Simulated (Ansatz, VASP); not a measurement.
One calculation of BiOs, two programs

Contents of POSCAR:

```
BiOs
1.0
    0.0000000000      2.7337197257      2.7337197257
    2.7337197257      0.0000000000      2.7337197257
    2.7337197257      2.7337197257      0.0000000000
Os Bi
1 1
Direct
    0.5000000000      0.5000000000      0.5000000000
    0.0000000000      0.0000000000      0.0000000000
```

File INCAR.step1:

```
SYSTEM = BiOs
ALGO = Normal
EDIFF = 1E-4
ENCUT = 520
GGA = PE
ISMEAR = 0
LASPH = .TRUE.
LCHARG = .FALSE.
LREAL = .FALSE.
LWAVE = .TRUE.
NBANDS = 18
NELM = 60
PREC = Accurate
SIGMA = 0.05
```

INCAR.step2

```
SYSTEM = BiOs
ALGO = Normal
EDIFF = 1E-6
ENCUT = 520
ISIF = 2
ISMEAR = 0
ISTART = 1
LASPH = .TRUE.
LCHARG = .TRUE.
LELF = .TRUE.
LMIXTAU = .TRUE.
LREAL = .FALSE.
LVHAR = .TRUE.
LWAVE = .FALSE.
METAGGA = R2SCAN
NBANDS = 18
NELM = 60
PREC = Accurate
SIGMA = 0.05
```

KPOINTS

```
k-points
0
G
  10 10 10
  0 0 0
```

Input for Ansatz:

```yaml
crystal:
  lattice:
    - [0.0, 2.7337197257, 2.7337197257]
    - [2.7337197257, 0.0, 2.7337197257]
    - [2.7337197257, 2.7337197257, 0.0]
  atoms:
    - { symbol: Os, position: [0.5, 0.5, 0.5] }
    - { symbol: Bi, position: [0.0, 0.0, 0.0] }
basis:
  ecutwfc: 500
  ecutrho_ratio: 4
kpoints:
  mp_grid: { grid: [10, 10, 10] }
hamiltonian:
  xc: r2scan
scf:
  occupations: { method: gaussian, width: 0.05 }
output:
  forces: true
  stress: true
  eigenvalues: true
```

Alike in both runs: task single point; functional r2SCAN; k mesh 10 × 10 × 10; occupations gaussian, width 0.05 eV; no spin polarisation.

|  | VASP | Ansatz |
| --- | --- | --- |
| version | VASP 6.6.1 | Ansatz 0.2.0 |
| potentials or method | VASP PAW PBE potentials, release 64 (Os, Bi_d), cutoff 520 eV | scalar-relativistic, plane waves, PAW |
| valence electrons in the cell | 23 | 31 |

```csv
,VASP,Ansatz,Ansatz less VASP
gap on the k mesh at the Fermi level (eV),none,none,-
pressure (GPa),7.0,6.3,-0.78
```

VASP's potentials were made for PBE, not for r2SCAN. A gap of «none» marks a metal or a gap that the smearing closes. The functional is the same, so the differences come from potentials, cutoffs and numerics. VASP's potentials hold 23 valence electrons a cell and Ansatz's 31, so a difference there can come from the potentials and not from the codes.

Neither program's run includes spin-orbit coupling.
